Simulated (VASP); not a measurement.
# Al16O in VASP: a series of runs, part 2 of 2

VASP 6.6.1.

## Step 3: Single point, PBE

The input, INCAR:

```
ALGO     = Normal         # electronic algorithm
DIPOL    = 0.5 0.5 0.321
EDIFF    = 1E-7           # SCF threshold, eV
ENCUT    = 520            # plane-wave cutoff, eV
GGA      = PE             # functional
IDIPOL   = 3            
ISIF     = 2              # what is computed and relaxed
ISMEAR   = 0              # smearing method
LASPH    = T              # aspherical terms in the spheres
LCHARG   = T              # write CHGCAR
LDIPOL   = T            
LELF     = T              # ELF
LREAL    = Auto         
LVACPOTAV= T            
LVHAR    = T            
LWAVE    = F              # write WAVECAR
NBANDS   = 41             # bands
NELM     = 60             # most SCF steps
PREC     = Accurate       # precision mode
SIGMA    = 0.1            # smearing width, eV
```

The input, KPOINTS:

```
k-points
0
Gamma
  5 4 1
```

The input, POSCAR:

```
Al16O
1.0
    5.7135165838      0.0000000000      0.0000000000
    0.0000000000      8.0801326416      0.0000000000
    0.0000000000      0.0000000000     19.7432786844
Al O
16 1
Direct
    0.2500000000      0.2500000000      0.2026005946
    0.2500000000      0.7500000000      0.2026005946
    0.7500000000      0.2500000000      0.2026005946
    0.7500000000      0.7500000000      0.2026005946
    0.0000000000      0.0000000000      0.2749482107
    0.0000000000      0.5000000000      0.2749482107
    0.5000000000      0.0000000000      0.2749482107
    0.5000000000      0.5000000000      0.2749482107
    0.2500000000      0.2500000000      0.3495466410
    0.2500000000      0.7500000000      0.3495466410
    0.7500000000      0.2500000000      0.3495466410
    0.7500000000      0.7500000000      0.3495466410
    0.0000000000      0.0000000000      0.4175232906
    0.0000000000      0.5000000000      0.4175232906
    0.5000000000      0.0000000000      0.4175232906
    0.5000000000      0.5000000000      0.4175232906
    0.1666666667      0.0000000000      0.4858639119
```

Potentials or basis: VASP PAW PBE potentials, release 64 (Al, O).

Launch:

```sh
$ cat potpaw_PBE.64/Al/POTCAR potpaw_PBE.64/O/POTCAR > POTCAR
$ mpirun -np 1 vasp_std > vasp.out
```

OUTCAR:

```text
EDIFF = 1E-7
   ENCUT = 520
   GGA = PE
   ISIF = 2
   ISMEAR = 0
   LASPH = T
   LREAL = Auto
   NELM = 60
   PREC = Accurate

 ion  position               nearest neighbor table
   1  0.250  0.250  0.203-   3 2.86   3 2.86   6 2.86   7 2.86   8 2.86   5 2.86   9 2.90
   2  0.250  0.750  0.203-   4 2.86   4 2.86   6 2.86   7 2.86   8 2.86   5 2.86  10 2.90
   3  0.750  0.250  0.203-   1 2.86   1 2.86   6 2.86   7 2.86   8 2.86   5 2.86  11 2.90
   4  0.750  0.750  0.203-   2 2.86   2 2.86   6 2.86   7 2.86   8 2.86   5 2.86  12 2.90
   5  0.000  0.000  0.275-  13 2.81   7 2.86   7 2.86   4 2.86   1 2.86   2 2.86   3 2.86  11 2.88
                            12 2.88   9 2.88  10 2.88
   6  0.000  0.500  0.275-  14 2.81   8 2.86   8 2.86   4 2.86   1 2.86   2 2.86   3 2.86  11 2.88
                            12 2.88   9 2.88  10 2.88
   7  0.500  0.000  0.275-  15 2.81   5 2.86   5 2.86   4 2.86   1 2.86   2 2.86   3 2.86  11 2.88
                            12 2.88   9 2.88  10 2.88
   8  0.500  0.500  0.275-  16 2.81   6 2.86   6 2.86   4 2.86   1 2.86   2 2.86   3 2.86  11 2.88
                            12 2.88   9 2.88  10 2.88
   9  0.250  0.250  0.350-  13 2.81  14 2.81  15 2.81  16 2.81  11 2.86  11 2.86   7 2.88   8 2.88
                             5 2.88   6 2.88   1 2.90
  10  0.250  0.750  0.350-  13 2.81  14 2.81  15 2.81  16 2.81  12 2.86  12 2.86   7 2.88   8 2.88
                             5 2.88   6 2.88   2 2.90
[... 602 lines left out ...]

  FORCE on cell =-STRESS in cart. coord.  units (eV):
  Direction    XX          YY          ZZ          XY          YZ          ZX
  --------------------------------------------------------------------------------------
  -------------------------------------------------------------------------------------
  Total      -13.6240259     -2.2535058     -1.0492798      0.0000000      0.0000000      3.5067201
  in kB      -23.9483052     -3.9612112     -1.8444234      0.0000000      0.0000000      6.1641107
  external PRESSURE =      -9.9179800 kB  Pullay stress =       0.0000000 kB

 VOLUME and BASIS-vectors are now :
 -----------------------------------------------------------------------------
  energy-cutoff  :      520.00
  volume of cell :      911.47
      direct lattice vectors                 reciprocal lattice vectors
     5.713516584  0.000000000  0.000000000     0.175023558  0.000000000  0.000000000
     0.000000000  8.080132642  0.000000000     0.000000000  0.123760345  0.000000000
     0.000000000  0.000000000 19.743278684     0.000000000  0.000000000  0.050650149

 POSITION                                       TOTAL-FORCE (eV/Angst)
 -----------------------------------------------------------------------------------
      1.42838      2.02003      4.00000        -0.008400      0.043388      0.173790
      1.42838      6.06010      4.00000        -0.008400     -0.043388      0.173790
      4.28514      2.02003      4.00000         0.035308     -0.004950      0.299574
      4.28514      6.06010      4.00000         0.035308      0.004950      0.299574
      0.00000      0.00000      5.42838        -0.125887      0.000000     -0.143929
      0.00000      4.04007      5.42838         0.014318      0.000000     -0.262218
[... 9 lines left out ...]
      2.85676      4.04007      8.24328        -0.044855      0.000000      0.033179
      0.95225      0.00000      9.59255         2.693674      0.000000      0.050873
 -----------------------------------------------------------------------------------
    total drift:                               -0.001078     -0.000000      0.002347

  FREE ENERGIE OF THE ION-ELECTRON SYSTEM (eV)
  ---------------------------------------------------
  free  energy   TOTEN  =       -62.1599329320 eV

  energy  without entropy=      -62.1282168678  energy(sigma->0) =      -62.14407490

 vacuum level on the upper side and lower side of the slab         4.375         3.262
```

OSZICAR:

```text
N       E                     dE             d eps       ncg     rms          rms(c)
DAV:   1     0.236393112818E+03    0.23639E+03   -0.16165E+04   738   0.924E+02
DAV:   2    -0.288185605930E+02   -0.26521E+03   -0.25428E+03  1027   0.165E+02
DAV:   3    -0.660109632278E+02   -0.37192E+02   -0.36164E+02  1066   0.544E+01
[... 19 lines left out ...]
DAV:  23    -0.621599263692E+02   -0.11723E-04   -0.64278E-07   704   0.156E-03    0.439E-04
DAV:  24    -0.621599312563E+02   -0.48871E-05   -0.31393E-07   745   0.107E-03    0.148E-04
DAV:  25    -0.621599325653E+02   -0.13090E-05   -0.83223E-08   664   0.668E-04    0.998E-05
DAV:  26    -0.621599328670E+02   -0.30174E-06   -0.20415E-08   604   0.375E-04    0.538E-05
DAV:  27    -0.621599329320E+02   -0.65038E-07   -0.58726E-09   524   0.255E-04
   1 F= -.62159933E+02 E0= -.62144075E+02  d E =-.317161E-01
```

stdout:

```text
POSCAR found type information on POSCAR AlO
 POSCAR found :  2 types and      17 ions
 scaLAPACK will be used
 LDA part: xc-table for (Slater+PW92), standard interpolation
 POSCAR, INCAR and KPOINTS ok, starting setup
 FFT: planning ... GRIDC
 FFT: planning ... GRID_SOFT
 FFT: planning ... GRID
 WAVECAR not read
 entering main loop
 -----------------------------------------------------------------------------
|                                                                             |
|           W    W    AA    RRRRR   N    N  II  N    N   GGGG   !!!           |
|           W    W   A  A   R    R  NN   N  II  NN   N  G    G  !!!           |
|           W    W  A    A  R    R  N N  N  II  N N  N  G       !!!           |
|           W WW W  AAAAAA  RRRRR   N  N N  II  N  N N  G  GGG   !            |
|           WW  WW  A    A  R   R   N   NN  II  N   NN  G    G                |
|           W    W  A    A  R    R  N    N  II  N    N   GGGG   !!!           |
|                                                                             |
|     Did not find any points to average over, which means that no vacuum     |
|     field-free region was found. Please increase the size of  your cell     |
|     in the dimension of the dipole correction to obtain accurate            |
|     workfunction values.                                                    |
|                                                                             |
 -----------------------------------------------------------------------------
```

It took 11 min on 1 thread of AMD EPYC 7R13 (Zen 3), shared host; peak memory 0.79 GiB.

What came out:

```
Free energy            : -62.1599 eV
Largest force          : 2.694 eV/Å
Band gap on the k mesh : zero (bands 27 and 28 overlap by 0.67 eV)
```

Forces on the atoms (eV/Å):
```
Al  -0.008  0.043  0.174
Al  -0.008 -0.043  0.174
Al   0.035 -0.005  0.300
Al   0.035  0.005  0.300
Al  -0.126  0.000 -0.144
Al   0.014  0.000 -0.262
Al   0.089  0.000 -0.210
Al  -0.012  0.000 -0.229
Al   0.028  0.164 -0.231
Al   0.028 -0.164 -0.231
Al  -0.028 -0.087  0.039
Al  -0.028  0.087  0.039
Al  -1.697  0.000 -0.945
Al   0.051  0.000  0.035
Al  -1.021  0.000  1.109
Al  -0.045  0.000  0.033
O    2.694  0.000  0.051
```

Levels at points of the mesh, in eV from the Fermi level:
```
           k point  band 24  band 25  band 26  band 27  band 28  band 29  band 30  band 31
(0.00, 0.00, 0.00)    -1.35    -0.72    -0.70    -0.56    -0.53     0.33     0.33     0.46
(0.00, 0.50, 0.00)    -0.94    -0.93    -0.88    -0.81    -0.46     0.23     0.30     1.00
```
